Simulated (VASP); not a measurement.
## BaTiO3: relaxation of shape and atoms at fixed volume with r2SCAN

BaTiO3:

```
Ba Ti O
1.0
     3.99863    0.00000    0.00000
     0.00000    3.99863    0.00000
     0.00000    0.00000    4.13958
Ba Ti O
1 1 3
Direct
  0.00000 0.00000 0.99565
  0.50000 0.50000 0.47760
  0.50000 0.50000 0.03453
  0.50000 0.00000 0.51761
  0.00000 0.50000 0.51761
```

```yaml
Program: VASP 6.6.1
Task: relaxation of shape and atoms at fixed volume
Functional: r2SCAN
Potentials_or_basis: VASP PAW PBE potentials, release 64 (Ba_sv, Ti_sv, O)
Cutoff: 600 eV
k_mesh: 6 × 6 × 6
Occupations: gaussian, width 0.05 eV
Spin: no spin polarisation
Dipole_correction: no
Further_INCAR_settings: ALGO = Normal; EDIFF = 1e-06; IBRION = 2; EDIFFG = -0.01; NSW = 60; ISIF = 4
```

| Property | Result |
| --- | --- |
| Energy gained by relaxing | 0.1 meV/atom |
| Ionic steps | 12 |
| Pressure after relaxing | -1.3 GPa |
| Largest force after relaxing | 0.006 eV/Å |
| Band gap on the k mesh | 2.17 eV (least direct gap 2.69 eV) |

Forces on the atoms (eV/Å):
```
Ba   0.000  0.000  0.000
Ti   0.000  0.000  0.006
O    0.000  0.000 -0.002
O    0.000  0.000 -0.002
O    0.000  0.000 -0.002
```

The path:
```
step  energy change (eV)  largest force (eV/Å)  pressure (GPa)  volume (Å³)
   1              0.0000                0.0851           -1.63        66.19
   2             -0.0003                0.0192           -1.51        66.19
   3             -0.0004                0.0187           -1.43        66.19
   4             -0.0005                0.0137           -1.37        66.19
   5             -0.0005                0.0184           -1.37        66.19
   6             -0.0005                0.0171           -1.37        66.19
   7             -0.0005                0.0158           -1.37        66.19
   8             -0.0006                0.0107           -1.36        66.19
   9             -0.0005                0.0182           -1.31        66.19
  10             -0.0006                0.0101           -1.33        66.19
  11             -0.0006                0.0102           -1.34        66.19
  12             -0.0006                0.0065           -1.32        66.19
```

Final structure:
```
CELL_PARAMETERS angstrom
3.99294 0.00000 0.00000
0.00000 3.99294 0.00000
0.00000 0.00000 4.15137
ATOMIC_POSITIONS crystal
Ba 0.00000 0.00000 0.99546
Ti 0.50000 0.50000 0.47659
O 0.50000 0.50000 0.03642
O 0.50000 0.00000 0.51727
O 0.00000 0.50000 0.51727
```

Levels at points of the mesh, in eV from the valence-band top:
| k point | band 18 | band 19 | band 20 | band 21 | band 22 | band 23 |
| --- | --- | --- | --- | --- | --- | --- |
| (0.00, 0.00, 0.00) | -0.79 | -0.52 | -0.52 | 2.17 | 2.66 | 2.66 |
| (0.50, 0.00, 0.00) | -1.70 | -1.44 | -1.25 | 2.75 | 3.81 | 3.89 |
| (0.50, 0.50, 0.00) | -1.15 | -1.15 | -0.07 | 3.92 | 3.92 | 4.29 |
| (0.00, 0.00, 0.50) | -1.99 | -0.77 | -0.77 | 2.30 | 3.80 | 3.80 |
| (0.50, 0.00, 0.50) | -1.13 | -1.06 | -0.44 | 3.81 | 3.84 | 4.14 |
| (0.50, 0.50, 0.50) | -0.37 | -0.37 | 0.00 | 4.38 | 4.38 | 4.47 |

Wall time 40 min on 1 thread of Oxide Virtual Turin-like Processor, on a shared host, peak memory 0.23 GiB.

Caveat: the PAW data sets were made with another functional, which shifts forces and pressure a little; spin-orbit coupling is left out, which moves the levels of the heavy elements. A k mesh can miss the band edges.
